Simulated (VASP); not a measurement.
# Co in VASP: further runs

Runs on Co. Level: PBEsol. Tasks: single point.

Everything below comes from runs of VASP 6.6.1. Logs are shortened: lines on timing, memory, paths and dates and some standing lists are left out, and cuts for length are marked.

### Step 1. The cell of the first run

Symmetry: Fm-3m, No. 225, cubic system. The conventional cell has a = 3.423 Å, b = 3.423 Å, c = 3.423 Å, α = 90.00°, β = 90.00°, γ = 90.00°. Within 3.2 Å of Co (site symmetry m-3m) lie 12 Co at 2.42 Å.

This isn't the form of Co at room conditions, which is hcp.

### Step 2. Single point, PBEsol, collinear spin, ferromagnetic start (10.03 Å³/atom)

INCAR

```
SYSTEM = Co
PREC = Accurate ; ENCUT = 690
EDIFF = 1E-6 ; ISMEAR = -1
SIGMA = 0.05 ; LREAL = .False.
LASPH = .True. ; NELM = 200
ALGO = Normal ; ISIF = 2
LWAVE = .False. ; LCHARG = .False.
ISPIN = 2 ; MAGMOM = 1.673
LORBIT = 11 ; LMAXMIX = 4
GGA = PS ; NBANDS = 18
GGA_COMPAT = .False.
```

KPOINTS

```
regular mesh
0
Gamma
  17 17 17
  0 0 0
```

POSCAR

```
Co
1.0
    0.0000000000      1.7114230990      1.7114230990
    1.7114230990      0.0000000000      1.7114230990
    1.7114230990      1.7114230990      0.0000000000
Co
1
Direct
    0.0000000000      0.0000000000      0.0000000000
```

Potentials or basis: VASP PAW PBE potentials, release 64 (Co_sv).

Started as:

```
cat potpaw_PBE.64/Co_sv/POTCAR > POTCAR
mpirun -np 1 vasp_std > vasp.out
```

OUTCAR:

```text
SYSTEM = Co
   PREC = Accurate
   ENCUT = 690
   EDIFF = 1E-6
   ISMEAR = -1
   LREAL = .False.
   LASPH = .True.
   NELM = 200
   ISIF = 2
   ISPIN = 2
   LORBIT = 11
   GGA = PS

 ion  position               nearest neighbor table
   1  0.000  0.000  0.000-

  LATTYP: Found a face centered cubic cell.
 ALAT       =     3.4228461980

  Lattice vectors:

 A1 = (   0.0000000000,   1.7114230990,   1.7114230990)
 A2 = (   1.7114230990,   0.0000000000,   1.7114230990)
 A3 = (   1.7114230990,   1.7114230990,   0.0000000000)

Analysis of symmetry for initial positions (statically):
=====================================================================
 Subroutine PRICEL returns:
 Original cell was already a primitive cell.

 Routine SETGRP: Setting up the symmetry group for a
 face centered cubic supercell.

 Subroutine GETGRP returns: Found 48 space group operations
 (whereof 48 operations were pure point group operations)
 out of a pool of 48 trial point group operations.

The static configuration has the point symmetry O_h .

Analysis of symmetry for dynamics (positions and initial velocities):
=====================================================================
 Subroutine PRICEL returns:
 Original cell was already a primitive cell.

 Routine SETGRP: Setting up the symmetry group for a
 face centered cubic supercell.

 Subroutine GETGRP returns: Found 48 space group operations
 (whereof 48 operations were pure point group operations)
 out of a pool of 48 trial point group operations.

The dynamic configuration has the point symmetry O_h .

Analysis of structural, dynamic, and magnetic symmetry:
=====================================================================
 Subroutine PRICEL returns:
 Original cell was already a primitive cell.

 Routine SETGRP: Setting up the symmetry group for a
 face centered cubic supercell.

 Subroutine GETGRP returns: Found 48 space group operations
 (whereof 48 operations were pure point group operations)
 out of a pool of 48 trial point group operations.

The overall configuration has the point symmetry O_h .

 Subroutine INISYM returns: Found 48 space group operations
 (whereof 48 operations are pure point group operations),
 and found     1 'primitive' translations

----------------------------------------------------------------------------------------

                                     Primitive cell

  volume of cell :      10.0254

  direct lattice vectors                    reciprocal lattice vectors
     0.000000000  1.711423099  1.711423099    -0.292154524  0.292154524  0.292154524
     1.711423099  0.000000000  1.711423099     0.292154524 -0.292154524  0.292154524
     1.711423099  1.711423099  0.000000000     0.292154524  0.292154524 -0.292154524

  length of vectors
     2.420317758  2.420317758  2.420317758     0.506026478  0.506026478  0.506026478

  position of ions in fractional coordinates (direct lattice)
     0.000000000  0.000000000  0.000000000

  ion indices of the primitive-cell ions
   primitive index   ion index
                 1           1

----------------------------------------------------------------------------------------

 KPOINTS: regular mesh

Automatic generation of k-mesh.
 Grid dimensions read from file:
 generate k-points for:   17   17   17

 Generating k-lattice:

  Cartesian coordinates                     Fractional coordinates (reciprocal lattice)
    -0.017185560  0.017185560  0.017185560     0.058823529  0.000000000  0.000000000
     0.017185560 -0.017185560  0.017185560     0.000000000  0.058823529  0.000000000
     0.017185560  0.017185560 -0.017185560     0.000000000  0.000000000  0.058823529

  Length of vectors
     0.029766263  0.029766263  0.029766263

  Shift w.r.t. Gamma in fractional coordinates (k-lattice)
     0.000000000  0.000000000  0.000000000

 Subroutine IBZKPT returns following result:
 ===========================================

 Found    165 irreducible k-points:

 Following reciprocal coordinates:
            Coordinates               Weight
  0.000000  0.000000  0.000000      1.000000
  0.058824  0.000000  0.000000      8.000000
  0.117647  0.000000  0.000000      8.000000
  0.176471  0.000000  0.000000      8.000000
  0.235294  0.000000  0.000000      8.000000
  0.294118  0.000000  0.000000      8.000000
[... 16 lines left out ...]
 -0.176471  0.058824  0.000000     24.000000
 -0.117647  0.058824  0.000000     24.000000
 [... further k-points ...]
   k-points           NKPTS =    165   k-points in BZ     NKDIM =    165   number of bands    NBANDS=     18
   number of dos      NEDOS =    301   number of ions     NIONS =      1
   total plane-waves  NPLWV =  13824
   dimension x,y,z NGX =    24 NGY =   24 NGZ =   24
   dimension x,y,z NGXF=    48 NGYF=   48 NGZF=   48
   ions per type =               1
   NGX,Y,Z   is equivalent  to a cutoff of  16.49, 16.49, 16.49 a.u.
   NGXF,Y,Z  is equivalent  to a cutoff of  32.97, 32.97, 32.97 a.u.
 SYSTEM =  Co
   PREC   = accura    normal or accurate (medium, high low for compatibility)
   ISTART =      0    job   : 0-new  1-cont  2-samecut
   ICHARG =      2    charge: 1-file 2-atom 10-const
   ISPIN  =      2    spin polarized calculation?
   LNONCOLLINEAR =      F non collinear calculations
   LSORBIT =      F    spin-orbit coupling
   LASPH  =      T    aspherical Exc in radial PAW
   ENCUT  =  690.0 eV  50.71 Ry    7.12 a.u.   5.18  5.18  5.18*2*pi/ulx,y,z
   NELM   =    200;   NELMIN=  2; NELMDL= -5     # of ELM steps
   EDIFF  = 0.1E-05   stopping-criterion for ELM
   LREAL  =      F    real-space projection
   EDIFFG = 0.1E-04   stopping-criterion for IOM
   NSW    =      0    number of steps for IOM
   IBRION =     -1    ionic relax: 0-MD 1-quasi-New 2-CG
   NFREE  =      0    steps in history (QN), initial steepest desc. (CG)
   ISIF   =      2    stress and relaxation
   ISYM   =      2    0-nonsym 1-usesym 2-fastsym
   POTIM  = 0.5000    time-step for ionic-motion
   TEBEG  =    0.0;   TEEND  =   0.0 temperature during run
   PSTRESS=    0.0 pullay stress
   NELECT =      17.0000    total number of electrons
   NUPDOWN=      -1.0000    fix difference up-down
   EMIN   =  10.00;   EMAX   =-10.00  energy-range for DOS
   EFERMI =   0.00;   METHOD = LEGACY
   ISMEAR =    -1;   SIGMA  =   0.05  broadening in eV -4-tet -1-fermi 0-gaus
   EFERMI_NEDOS =   21; number of points for ismear=-14 and -15
   IALGO  =     38    algorithm
   IMIX   =      4    mixing-type and parameters
     AMIX     =   0.40;   BMIX     =  1.00
     AMIX_MAG =   1.60;   BMIX_MAG =  1.00
  volume/ion in A,a.u.               =      10.03        67.65
  Fermi-wavevector in a.u.,A,eV,Ry     =   1.952197  3.689118 51.852824  3.811075
  Thomas-Fermi vector in A             =   2.979311
   LORBIT       =     11    0 simple, 1 ext, 2 COOP (PROOUT), +10 PAW based schemes
   GGA     = PS    functional components
   LHFCALC =     F    Hartree Fock is set to
   AEXX    =    0.0000 exact exchange contribution
   IVDW    =     0    specifies the selected vdW correction
   LEPSILON=     F    determine dielectric tensor
   LRPA    =     F    only Hartree local field effects (RPA)
 spin polarized calculation
  energy-cutoff  :      690.00
  volume of cell :       10.03
 maximum number of plane-waves:       428
 NGX is ok and might be reduce to    24
   NGX = 11   NGY = 11   NGZ = 11

 number of electron      16.9999989 magnetization       1.5630663

 Free energy of the ion-electron system (eV)
  ---------------------------------------------------
  ext. energy  EPLUGINS =         0.00000000
  ---------------------------------------------------
  free energy    TOTEN  =        -7.78750293 eV

  energy without entropy =       -7.77754964  energy(sigma->0) =       -7.78252628

 E-fermi :  13.2034     XC(G=0): -14.6106

 val. band max:       13.2019332552   @ k =  -0.2941   0.3529   0.1176
 cond. band min:      13.2060856919   @ k =  -0.2941   0.3529   0.0588
 fundamental gap:      0.0041524368
 Fermi energy:        13.2033858449

 spin component 1

 k-point     1 :       0.0000    0.0000    0.0000
  band No.  band energies     occupation
      1     -82.6724      1.00000
      2     -45.8117      1.00000
      3     -45.8117      1.00000
      4     -45.8117      1.00000
      5       3.6013      1.00000
      6      10.3914      1.00000
[... 10 lines left out ...]
     17      44.9364      0.00000
     18      47.7459      0.00000

 k-point     2 :       0.0588    0.0000    0.0000
  band No.  band energies     occupation
      1     -82.6697      1.00000
      2     -45.8264      1.00000
      3     -45.8137      1.00000
      4     -45.8137      1.00000
      5       3.7476      1.00000
      6      10.3457      1.00000
[... 10 lines left out ...]
     17      45.6899      0.00000
     18      48.9782      0.00000
[... 442 lines left out ...]
 k-point    24 :      -0.1176    0.0588    0.0000
  band No.  band energies     occupation
      1     -82.6566      1.00000
      2     -45.8936      1.00000
      3     -45.8335      1.00000
      4     -45.8191      1.00000
      5       4.5016      1.00000
      6      10.1185      1.00000
[... 10 lines left out ...]
     17      48.7889      0.00000
     18      49.6635      0.00000

 [... further k-points ...]

 spin component 2

 k-point     1 :       0.0000    0.0000    0.0000
  band No.  band energies     occupation
      1     -80.7111      1.00000
      2     -43.8877      1.00000
      3     -43.8877      1.00000
      4     -43.8877      1.00000
      5       3.6893      1.00000
      6      11.9151      1.00000
[... 10 lines left out ...]
     17      45.3877      0.00000
     18      47.4689      0.00000

 k-point     2 :       0.0588    0.0000    0.0000
  band No.  band energies     occupation
      1     -80.7083      1.00000
      2     -43.9035      1.00000
      3     -43.8898      1.00000
      4     -43.8898      1.00000
      5       3.8363      1.00000
      6      11.8581      1.00000
[... 10 lines left out ...]
     17      45.9180      0.00000
     18      48.8702      0.00000
[... 442 lines left out ...]
 k-point    24 :      -0.1176    0.0588    0.0000
  band No.  band energies     occupation
      1     -80.6943      1.00000
      2     -43.9763      1.00000
      3     -43.9111      1.00000
      4     -43.8956      1.00000
      5       4.5970      1.00000
      6      11.5767      1.00000
[... 10 lines left out ...]
     17      48.9040      0.00000
     18      50.3278      0.00000

 [... further k-points ...]
[... 5 lines left out ...]
  --------------------------------------------------------------------------------------
  -------------------------------------------------------------------------------------
  Total        0.5004254      0.5004254      0.5004254     -0.0000000     -0.0000000      0.0000000
  in kB       79.9738034     79.9738034     79.9738034     -0.0000000     -0.0000000      0.0000000
  external PRESSURE =      79.9738034 kB  Pullay stress =       0.0000000 kB

 VOLUME and BASIS-vectors are now :
 -----------------------------------------------------------------------------
  energy-cutoff  :      690.00
  volume of cell :       10.03
      direct lattice vectors                 reciprocal lattice vectors
     0.000000000  1.711423099  1.711423099    -0.292154524  0.292154524  0.292154524
     1.711423099  0.000000000  1.711423099     0.292154524 -0.292154524  0.292154524
     1.711423099  1.711423099  0.000000000     0.292154524  0.292154524 -0.292154524

 POSITION                                       TOTAL-FORCE (eV/Angst)
 -----------------------------------------------------------------------------------
      0.00000      0.00000      0.00000         0.000000      0.000000      0.000000
 -----------------------------------------------------------------------------------
    total drift:                               -0.000000      0.000000      0.000000

  FREE ENERGIE OF THE ION-ELECTRON SYSTEM (eV)
  ---------------------------------------------------
  free  energy   TOTEN  =        -7.7875029265 eV

  energy  without entropy=       -7.7775496417  energy(sigma->0) =       -7.78252628

 total charge

# of ion       s       p       d       tot
------------------------------------------
    1        2.265   6.142   6.711  15.118

 magnetization (x)

# of ion       s       p       d       tot
------------------------------------------
    1       -0.004  -0.012   1.626   1.610
```

Wall time 31 s (1 thread of Intel Xeon 6975P-C (Granite Rapids), shared host); peak memory 0.19 GiB.

Results:

```
Free energy                                           : -7.7875 eV
Pressure                                              : 8.0 GPa
Net moment                                            : 1.56 μB per cell
Site moments                                          : Co +1.61 μB
Valence electrons inside the program's atomic spheres : Co 15.12
```

Caveat: the cell stands under pressure; the PAW data sets were made with another functional, which shifts forces and pressure a little.

[end of part 1 of 2]
